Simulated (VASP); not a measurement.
ReSb2: relaxation of cell and atoms with PBE

The system is ReSb2.

```
CELL_PARAMETERS angstrom
3.60338 0.00000 0.00000
-1.80169 3.12062 0.00000
0.00000 0.00000 5.81300
ATOMIC_POSITIONS crystal
Re 0.00000 0.00000 0.00000
Sb 0.33333 0.66667 0.25200
Sb 0.66667 0.33333 0.74800
```

- Program: VASP 6.6.1
- Task: relaxation of cell and atoms
- Functional: PBE
- Potentials or basis: VASP PAW PBE potentials, release 64 (Re, Sb)
- Cutoff: 600 eV
- k mesh: 12 × 12 × 6
- Occupations: gaussian, width 0.05 eV
- Spin: no spin polarisation
- Dipole correction: no
- Further INCAR settings: ALGO = Normal; EDIFF = 1e-06; IBRION = 2; EDIFFG = -0.01; NSW = 80; ISIF = 3

```yaml
Relaxed_volume: 26.69 Å³/atom
Relaxed_cell: a = 3.282 Å, b = 3.282 Å, c = 8.581 Å, α = 90.00°, β = 90.00°, γ = 120.00°
Space_group_after_relaxing_to_0.1_Å: P-3m1 (No. 164)
Energy_gained_by_relaxing: 443.6 meV/atom
Ionic_steps: 67
Pressure_after_relaxing: 0.0 GPa
Band_gap_on_the_k_mesh: zero (an odd number of electrons rules out a gap without spin polarisation)
```

The path:
```csv
step,energy change (eV),largest force (eV/Å),pressure (GPa),volume (Å³)
1,0.0000,3.9555,22.69,65.37
3,-0.8829,0.4667,-4.04,76.15
5,-0.8954,0.7872,-1.87,74.72
7,-1.2547,0.3138,-2.22,69.11
9,-1.2650,0.0791,0.04,67.80
11,-1.2656,0.0513,0.09,67.89
13,-1.2663,0.1088,0.11,68.73
15,-1.2672,0.0289,-0.08,68.53
17,-1.2679,0.0031,-0.29,68.75
19,-1.2715,0.0274,0.69,68.47
21,-1.2736,0.0433,1.48,68.18
23,-1.2740,0.0337,1.52,68.19
25,-1.2750,0.0002,1.63,68.22
27,-1.2761,0.0647,1.62,68.37
29,-1.2816,0.3296,-0.15,69.58
31,-1.2832,0.2863,0.04,69.53
33,-1.2933,0.2262,-0.33,70.57
35,-1.3054,0.0243,-1.23,74.82
37,-1.3126,0.1395,-0.16,75.14
39,-1.3134,0.2404,0.54,75.31
41,-1.3262,0.0060,-0.02,76.66
43,-1.3278,0.0122,-0.10,77.12
45,-1.3289,0.0499,-0.25,77.58
47,-1.3290,0.0714,-0.29,77.73
49,-1.3294,0.0333,0.06,77.66
51,-1.3295,0.0177,0.09,77.70
53,-1.3297,0.0184,-0.04,77.94
55,-1.3297,0.0135,-0.02,77.89
57,-1.3297,0.0122,-0.01,77.99
59,-1.3301,0.0071,-0.04,78.43
61,-1.3302,0.0202,-0.13,80.19
63,-1.3304,0.0116,-0.08,79.50
65,-1.3306,0.0190,0.00,79.68
67,-1.3307,0.0010,0.00,80.06
```

Final structure:
```yaml
crystal:
  lattice:
    - [3.28239, 0.00000, 0.00000]
    - [-1.64120, 2.84263, 0.00000]
    - [0.00000, 0.00000, 8.58078]
  atoms:
    - { symbol: Re, position: [0.00000, 0.00000, 0.00000] }
    - { symbol: Sb, position: [0.33333, 0.66667, 0.23335] }
    - { symbol: Sb, position: [0.66667, 0.33333, 0.76665] }
```

Levels at points of the mesh, in eV from the Fermi level:
```tsv
k point	band 5	band 6	band 7	band 8	band 9	band 10	band 11	band 12
(0.00, 0.00, 0.00)	-1.97	-1.83	-1.83	-0.53	-0.53	3.74	5.04	5.04
(0.50, 0.00, 0.00)	-3.60	-1.93	-1.81	-1.37	0.89	1.23	1.70	2.92
(0.00, 0.00, 0.50)	-1.83	-1.83	-1.68	-0.53	-0.53	5.02	5.02	5.29
(0.50, 0.00, 0.50)	-3.60	-2.01	-1.93	-1.04	1.13	1.23	1.75	3.16
```

It took 42 min on 1 thread of Intel(R) Xeon(R) Platinum 8488C (Sapphire Rapids), on a shared host, peak memory 0.32 GiB.

Caveat: the volume moved by over 15 % at a fixed basis, so the end points are rough; spin-orbit coupling is left out, which moves the levels of the heavy elements.
